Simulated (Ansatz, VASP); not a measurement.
# BN in VASP and in Ansatz

```
CELL_PARAMETERS angstrom
0.02794 1.79667 1.79667
1.79667 0.02794 1.79667
1.79667 1.79667 0.02794
ATOMIC_POSITIONS crystal
B 0.00014 0.00014 0.00014
N 0.24986 0.24986 0.24986
```

Change from the starting cell: epitaxial_111 strain -2.0%.

Alike in both runs: task single point; functional r2SCAN; k mesh 12 × 12 × 12; no spin polarisation.

|  | VASP | Ansatz |
| --- | --- | --- |
| version | VASP 6.6.1 | Ansatz 0.2.0 |
| potentials or method | VASP PAW PBE potentials, release 64 (B_h, N_h) | plane waves, PAW |
| plane-wave cutoff (eV) | 910 | 500 |
| occupations | gaussian, width 0.01 eV | fixed |
| valence electrons in the cell | 8 | 8 |

VASP gave:

* gap on the k mesh at the Fermi level (eV): 4.98

Q: Which values does Ansatz return?

A: gap on the k mesh at the Fermi level (eV): 4.99.

VASP's potentials were made for PBE, not for r2SCAN.

Noted on VASP's run: the cutoff is short for stress, so the pressure is rough.
